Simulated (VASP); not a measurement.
Crystal: Pb.

```
Pb
1.0
     3.50021    0.00000    0.00000
     1.75010    3.03127    0.00000
     1.75010    1.01042    2.85791
Pb
1
Direct
  0.00000 0.00000 0.00000
```

```yaml
Program: VASP 6.6.1
Task: relaxation of volume and atoms at fixed shape
Functional: LDA
Potentials_or_basis: VASP PAW LDA potentials, release 64 (Pb_d)
Cutoff: 600 eV
k_mesh: 8 × 8 × 8
Occupations: gaussian, width 0.05 eV
Spin: no spin polarisation
```

At the start: pressure -1.7 GPa; volume 30.32 Å³/atom.

Q: Where does the relaxation end?

A: Over 3 steps the energy falls by 5.5 meV/atom and the volume is 29.31 Å³/atom (-3.3 %); space group Fm-3m (No. 225, to 0.1 Å) before and after.

The path:
| step | energy change (eV) | largest force (eV/Å) | pressure (GPa) | volume (Å³) |
| --- | --- | --- | --- | --- |
| 1 | 0.0000 | 0.0000 | -1.70 | 30.32 |
| 2 | -0.0047 | 0.0000 | 0.73 | 28.94 |
| 3 | -0.0055 | 0.0000 | -0.01 | 29.31 |

Final structure:
```
Pb
1.0
     3.46078    0.00000    0.00000
     1.73039    2.99712    0.00000
     1.73039    0.99904    2.82571
Pb
1
Direct
  0.00000 0.00000 0.00000
```
